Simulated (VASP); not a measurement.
Li, 1 atom in the cell. Symmetry: Im-3m, No. 229, cubic system. The conventional cell has a = 2.630 Å, b = 2.630 Å, c = 2.630 Å, α = 90.00°, β = 90.00°, γ = 90.00°. Li (site symmetry m-3m) has 14 Li at 2.28 to 2.63 Å within 3.0 Å.  This cell differs from its parent crystal: volume scaled by 0.45.

```yaml
Program: VASP 6.6.1
Task: single point
Functional: PBEsol
Potentials_or_basis: VASP PAW PBE potentials, release 64 (Li_sv)
Cutoff: 520 eV
k_mesh: 16 × 16 × 16
Occupations: fermi-dirac, width 0.08 eV
Spin: no spin polarisation
Dipole_correction: no
Further_INCAR_settings: ALGO = Normal; EDIFF = 1e-06; NBANDS = 8
```

Potentials or basis: VASP PAW PBE potentials, release 64 (Li_sv).

Launch:

```bash
$ cat potpaw_PBE.64/Li_sv/POTCAR > POTCAR
$ mpirun -np 1 vasp_std > vasp.out
```

Hardware: 1 thread of Intel(R) Xeon(R) 6975P-C (Granite Rapids) (shared host).

**Question.** Estimate the wall time of this run.

**Answer.** Run time: 4.4 s on 1 thread of Intel(R) Xeon(R) 6975P-C (Granite Rapids), with other jobs on the host, peak memory 0.11 GiB. Counts: scf iterations 11, k points 145.
